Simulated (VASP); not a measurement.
# Al2Ni (P-3m1) in VASP: a series of runs, part 2 of 2

VASP 6.6.1.

## 3. Single point, PBE, collinear spin, ferromagnetic start

This run uses another cell than the first one, of 13.87 Å³/atom, 1.007 times its volume.

INCAR

```
SYSTEM = Al2Ni
ALGO = Fast
EDIFF = 1E-7
ENCUT = 520
GGA = PE
ISIF = 2
ISMEAR = 0
ISPIN = 2
LASPH = .TRUE.
LCHARG = .TRUE.
LELF = .TRUE.
LMAXMIX = 4
LORBIT = 11
LREAL = .FALSE.
LVHAR = .TRUE.
LWAVE = .FALSE.
MAGMOM = 0 0 2
NBANDS = 19
NELM = 150
PREC = Accurate
SIGMA = 0.1
```

KPOINTS

```
k-points
0
G
  6 6 4
  0 0 0
```

POSCAR

```
Al2Ni
1.0
    2.8190559744     -0.0000000030      0.0000000000
   -1.4095279846      2.4413740901      0.0000000000
    0.0000000000      0.0000000000      6.0438253843
Al Ni
2 1
Direct
    0.6666666667      0.3333333333      0.8104114094
    0.3333333333      0.6666666667      0.1895885906
    0.0000000000      0.0000000000      0.5000000000
```

Potentials or basis: VASP PAW PBE potentials, release 64 (Al, Ni).

Command:

```console
$ cat potpaw_PBE.64/Al/POTCAR potpaw_PBE.64/Ni/POTCAR > POTCAR
$ mpirun -np 1 vasp_std > vasp.out
```

OUTCAR:

```text
SYSTEM = Al2Ni
   EDIFF = 1E-7
   ENCUT = 520
   GGA = PE
   ISIF = 2
   ISMEAR = 0
   ISPIN = 2
   LASPH = .TRUE.
   LORBIT = 11
   LREAL = .FALSE.
   NELM = 150
   PREC = Accurate

 ion  position               nearest neighbor table
   1  0.667  0.333  0.810-   3 2.48   3 2.48   3 2.48   2 2.81   2 2.81   2 2.81
   2  0.333  0.667  0.190-   3 2.48   3 2.48   3 2.48   1 2.81   1 2.81   1 2.81
   3  0.000  0.000  0.500-   1 2.48   2 2.48   1 2.48   2 2.48   1 2.48   2 2.48

  LATTYP: Found a hexagonal cell.
 ALAT       =     2.8190559744
 C/A-ratio  =     2.1439181908

  Lattice vectors:

 A1 = (   2.8190559744,  -0.0000000030,   0.0000000000)
[... 1276 lines left out ...]
  energy-cutoff  :      520.00
  volume of cell :       41.60
      direct lattice vectors                 reciprocal lattice vectors
     2.819055974 -0.000000003  0.000000000     0.354728679  0.204802698  0.000000000
    -1.409527985  2.441374090  0.000000000     0.000000000  0.409605396  0.000000000
     0.000000000  0.000000000  6.043825384     0.000000000  0.000000000  0.165458122

 POSITION                                       TOTAL-FORCE (eV/Angst)
 -----------------------------------------------------------------------------------
      1.40953      0.81379      4.89799         0.000000     -0.000000     -0.014794
      0.00000      1.62758      1.14584        -0.000000      0.000000      0.014794
      0.00000      0.00000      3.02191         0.000000      0.000000      0.000000
 -----------------------------------------------------------------------------------
    total drift:                                0.000000      0.000000      0.000000

  FREE ENERGIE OF THE ION-ELECTRON SYSTEM (eV)
  ---------------------------------------------------
  free  energy   TOTEN  =       -13.9595426711 eV

  energy  without entropy=      -13.9504976536  energy(sigma->0) =      -13.95502016

 total charge

# of ion       s       p       d       tot
------------------------------------------
    1        0.423   0.377   0.000   0.800
    2        0.423   0.377   0.000   0.800
    3        0.442   0.467   8.424   9.332
--------------------------------------------------
tot          1.288   1.220   8.424  10.931

 magnetization (x)

# of ion       s       p       d       tot
------------------------------------------
    1       -0.000   0.000   0.000  -0.000
    2       -0.000   0.000   0.000  -0.000
    3       -0.000   0.000   0.000   0.000
--------------------------------------------------
tot         -0.000   0.000   0.000   0.000
```

stdout:

```text
POSCAR found type information on POSCAR AlNi
 POSCAR found :  2 types and       3 ions
 scaLAPACK will be used
 LDA part: xc-table for (Slater+PW92), standard interpolation
 POSCAR, INCAR and KPOINTS ok, starting setup
 FFT: planning ... GRIDC
 FFT: planning ... GRID_SOFT
 FFT: planning ... GRID
 WAVECAR not read
 entering main loop
```

Run time: 36 s. Hardware: 1 thread of Intel Xeon Platinum 8488C (Sapphire Rapids), shared host; peak memory 0.2 GiB.

Results:

- Free energy: -13.9595 eV
- Pressure: 0.2 GPa
- Largest force: 0.015 eV/Å
- Band gap on the k mesh: zero (filled and empty bands overlap)
- Net moment: 0.00 μB per cell
- Valence electrons inside the program's atomic spheres: Al 0.80; Ni 9.33

Forces in eV/Å, atoms in the order of the input:
```
Al   0.000  0.000 -0.015
Al   0.000  0.000  0.015
Ni   0.000  0.000  0.000
```

Stress tensor (GPa, compression positive):
```
 0.37  0.00  0.00
 0.00  0.37  0.00
 0.00  0.00 -0.15
```

Caveat: the k points lie up to 0.43 Å⁻¹ apart; the starting moments collapsed, and a magnetic state may lie lower.

## 4. Single point, PBE

This run uses another cell than the first one, of 13.89 Å³/atom, 1.009 times its volume.

INCAR

```
ALGO = Fast
EDIFF = 1E-6
ENCUT = 520
GGA = PE
ISIF = 2
ISMEAR = 0
LASPH = True
LCHARG = False
LREAL = False
LWAVE = False
NBANDS = 15
NELM = 100
PREC = Accurate
SIGMA = 0.1
```

KPOINTS

```
k-points
0
Gamma
  18 18 8
```

POSCAR

```
Al2Ni
1.0
    2.8092226184      0.0000000000      0.0000000000
   -1.4046113092      2.4328581525      0.0000000000
    0.0000000000      0.0000000000      6.0960844351
Al Ni
2 1
Direct
    0.6666666667      0.3333333333      0.8077114095
    0.3333333333      0.6666666667      0.1922885905
    0.0000000000      0.0000000000      0.5000000000
```

Command:

```console
$ cat potpaw_PBE.64/Al/POTCAR potpaw_PBE.64/Ni/POTCAR > POTCAR
$ mpirun -np 1 vasp_std > vasp.out
```

It took 1.9 min on 1 thread of Intel Xeon Platinum 8488C (Sapphire Rapids), shared host; peak memory 0.3 GiB.

Results (log left out):

- Free energy: -13.8926 eV
- Pressure: 0.6 GPa
- Band gap on the k mesh: zero (band 8 reaches 9.37 eV, above the bottom of band 9 at 8.03 eV)

Forces on the atoms (eV/Å):
```
Al   0.000  0.000 -0.002
Al   0.000  0.000  0.002
Ni   0.000  0.000  0.000
```

Levels at points of the mesh, in eV from the Fermi level:
```csv
k point,band 4,band 5,band 6,band 7,band 8,band 9,band 10,band 11,band 12,band 13
"(0.00, 0.00, 0.00)",-2.49,-1.75,-1.75,-1.44,-1.44,4.31,6.69,11.86,11.86,12.23
"(0.50, 0.00, 0.00)",-2.86,-1.76,-1.68,-1.18,-0.63,-0.44,1.66,2.11,6.55,8.36
"(0.00, 0.00, 0.50)",-2.49,-1.75,-1.75,-1.44,-1.44,0.58,11.36,12.20,12.20,12.59
"(0.50, 0.00, 0.50)",-3.09,-2.64,-2.01,-1.76,-0.63,0.35,3.40,4.59,5.43,6.57
```

## 5. Relaxation of cell and atoms, PBE, collinear spin, ferromagnetic start

INCAR

```
PREC = Accurate
ENCUT = 600
EDIFF = 1E-7
ISMEAR = 0
SIGMA = 0.1
LREAL = False
LASPH = True
NELM = 150
ALGO = Normal
ISIF = 3
LWAVE = False
LCHARG = False
ISPIN = 2
MAGMOM = 0 0 2
LORBIT = 11
LMAXMIX = 4
GGA = PE
IBRION = 2
NSW = 90
EDIFFG = -0.04
```

KPOINTS

```
Automatic mesh
0
Gamma
  6 6 4
```

POSCAR

```
Al2Ni
1.0
    2.6899340500      0.0000000000      0.0000000000
   -1.3449670200      2.3295512200      0.0000000000
    0.0000000000      0.0000000000      6.5889658600
Al Ni
2 1
Direct
    0.6666666700      0.3333333300      0.8333333300
    0.3333333300      0.6666666700      0.1666666700
    0.0000000000      0.0000000000      0.5000000000
```

Command:

```console
$ cat potpaw_PBE.64/Al/POTCAR potpaw_PBE.64/Ni/POTCAR > POTCAR
$ mpirun -np 1 vasp_std > vasp.out
```

Wall time 76 s (1 thread of Intel Xeon Platinum 8488C (Sapphire Rapids), shared host); peak memory 0.21 GiB.

The run converged. Its results:

```yaml
Free_energy: -13.9594 eV
Relaxed_volume: 13.87 Å³/atom
Relaxed_cell: a = 2.821 Å, b = 2.821 Å, c = 6.036 Å, α = 90.00°, β = 90.00°, γ = 120.00°
Space_group_after_relaxing_to_0.05_Å: P-3m1 (No. 164)
Energy_gained_by_relaxing: 169.6 meV/atom
Ionic_steps: 4
Pressure_after_relaxing: 0.4 GPa
Largest_force_after_relaxing: 0.009 eV/Å
Band_gap_on_the_k_mesh: zero (filled and empty bands overlap)
Net_moment: 0.00 μB per cell
Valence_electrons_inside_the_program's_atomic_spheres: Al 0.80; Ni 9.34
```

Forces on the atoms (eV/Å):
```
Al   0.000  0.000  0.009
Al   0.000  0.000 -0.009
Ni   0.000  0.000  0.000
```

Stress tensor (GPa, compression positive):
```
0.41 0.00 0.00
0.00 0.41 0.00
0.00 0.00 0.26
```

Step by step:
| step | energy change (eV) | largest force (eV/Å) | pressure (GPa) | volume (Å³) |
| --- | --- | --- | --- | --- |
| 1 | 0.0000 | 1.7098 | 0.59 | 41.29 |
| 2 | -0.3932 | 0.7923 | -1.10 | 41.52 |
| 3 | -0.5048 | 0.1586 | 0.82 | 41.60 |
| 4 | -0.5089 | 0.0087 | 0.36 | 41.60 |

Final structure:
```
Al Ni
1.0
     2.82096    0.00000    0.00000
    -1.41048    2.44302    0.00000
     0.00000    0.00000    6.03591
Al Ni
2 1
Cartesian
  1.4105 0.8143 4.8895
  0.0000 1.6287 1.1464
  0.0000 0.0000 3.0180
```

Levels at points of the mesh, in eV from the Fermi level:
Spin up:
| k point | band 6 | band 7 | band 8 | band 9 | band 10 | band 11 |
| --- | --- | --- | --- | --- | --- | --- |
| (0.00, 0.00, 0.00) | -1.71 | -1.39 | -1.39 | 4.66 | 7.00 | 11.72 |
| (0.50, 0.00, 0.00) | -1.58 | -1.13 | -0.60 | -0.40 | 1.77 | 2.15 |
| (0.00, 0.00, 0.50) | -1.71 | -1.39 | -1.39 | 0.82 | 11.67 | 12.02 |
| (0.50, 0.00, 0.50) | -1.97 | -1.71 | -0.60 | 0.41 | 3.52 | 4.75 |
Spin down:
| k point | band 4 | band 5 | band 6 | band 7 | band 8 | band 9 | band 10 | band 11 | band 12 | band 13 |
| --- | --- | --- | --- | --- | --- | --- | --- | --- | --- | --- |
| (0.00, 0.00, 0.00) | -2.39 | -1.71 | -1.71 | -1.39 | -1.39 | 4.66 | 7.00 | 11.72 | 11.72 | 12.04 |
| (0.50, 0.00, 0.00) | -2.81 | -1.71 | -1.58 | -1.13 | -0.60 | -0.40 | 1.77 | 2.15 | 6.43 | 8.29 |
| (0.00, 0.00, 0.50) | -2.32 | -1.71 | -1.71 | -1.39 | -1.39 | 0.82 | 11.67 | 12.02 | 12.02 | 12.46 |
| (0.50, 0.00, 0.50) | -3.06 | -2.57 | -1.97 | -1.71 | -0.60 | 0.41 | 3.52 | 4.75 | 5.56 | 6.77 |

Caveat: the k points lie up to 0.43 Å⁻¹ apart in the final cell; the starting moments collapsed, and a magnetic state may lie lower.

## 6. Relaxation of cell and atoms, PBE

This run uses another cell than the first one, of 13.87 Å³/atom, 1.007 times its volume.

INCAR

```
SYSTEM = Al2Ni
ALGO = Fast
EDIFF = 1E-6
EDIFFG = -0.01
ENCUT = 600
GGA = PE
IBRION = 2
ISIF = 3
ISMEAR = 0
LASPH = .TRUE.
LCHARG = .FALSE.
LREAL = .FALSE.
LWAVE = .FALSE.
NELM = 80
NSW = 100
PREC = Accurate
SIGMA = 0.1
```

KPOINTS

```
k-points
0
G
  18 18 8
  0 0 0
```

POSCAR

```
Al2Ni
1.0
    2.8190559744      0.0000000000      0.0000000000
   -1.4095279872      2.4413740886      0.0000000000
    0.0000000000      0.0000000000      6.0438253843
Al Ni
2 1
Direct
    0.6666666667      0.3333333333      0.8104114094
    0.3333333333      0.6666666667      0.1895885906
    0.0000000000      0.0000000000      0.5000000000
```

Potentials or basis: VASP PAW PBE potentials, release 64 (Al, Ni).

Command:

```console
$ cat potpaw_PBE.64/Al/POTCAR potpaw_PBE.64/Ni/POTCAR > POTCAR
$ mpirun -np 1 vasp_std > vasp.out
```

It took 4.1 min on 1 thread of Intel Xeon Platinum 8488C (Sapphire Rapids), shared host; peak memory 0.32 GiB.

The run converged. Its results:

| Item | Value |
| --- | --- |
| Free energy | -13.8924 eV |
| Relaxed volume | 13.87 Å³/atom |
| Relaxed cell | a = 2.808 Å, b = 2.808 Å, c = 6.094 Å, α = 90.00°, β = 90.00°, γ = 120.00° |
| Space group after relaxing (to 0.05 Å) | P-3m1 (No. 164) |
| Energy gained by relaxing | 1.8 meV/atom |
| Ionic steps | 5 |
| Pressure after relaxing | 0.0 GPa |
| Band gap on the k mesh | zero (band 8 reaches 9.39 eV, above the bottom of band 9 at 8.05 eV) |

Step by step:
```csv
step,energy change (eV),largest force (eV/Å),pressure (GPa),volume (Å³)
1,0.0000,0.1945,0.18,41.60
2,-0.0049,0.0862,-0.36,41.69
3,-0.0053,0.0500,-0.28,41.72
4,-0.0053,0.0451,-0.22,41.72
5,-0.0055,0.0001,0.03,41.61
```

Final structure:
```yaml
crystal:
  lattice:
    - [2.80776, 0.00000, 0.00000]
    - [-1.40388, 2.43159, 0.00000]
    - [0.00000, 0.00000, 6.09400]
  atoms:
    - { symbol: Al, position: [0.66667, 0.33333, 0.80775] }
    - { symbol: Al, position: [0.33333, 0.66667, 0.19225] }
    - { symbol: Ni, position: [0.00000, 0.00000, 0.50000] }
```

Levels at points of the mesh, in eV from the Fermi level:
```tsv
k point	band 4	band 5	band 6	band 7	band 8	band 9	band 10	band 11	band 12
(0.00, 0.00, 0.00)	-2.49	-1.75	-1.75	-1.44	-1.44	4.31	6.69	11.87	11.87
(0.50, 0.00, 0.00)	-2.87	-1.76	-1.68	-1.19	-0.63	-0.45	1.66	2.12	6.56
(0.00, 0.00, 0.50)	-2.50	-1.75	-1.75	-1.44	-1.44	0.58	11.36	12.21	12.21
(0.50, 0.00, 0.50)	-3.09	-2.64	-2.02	-1.76	-0.63	0.36	3.40	4.59	5.43
```

Spin polarisation is off, so any magnetic state and its effect on volume and gap are missing.
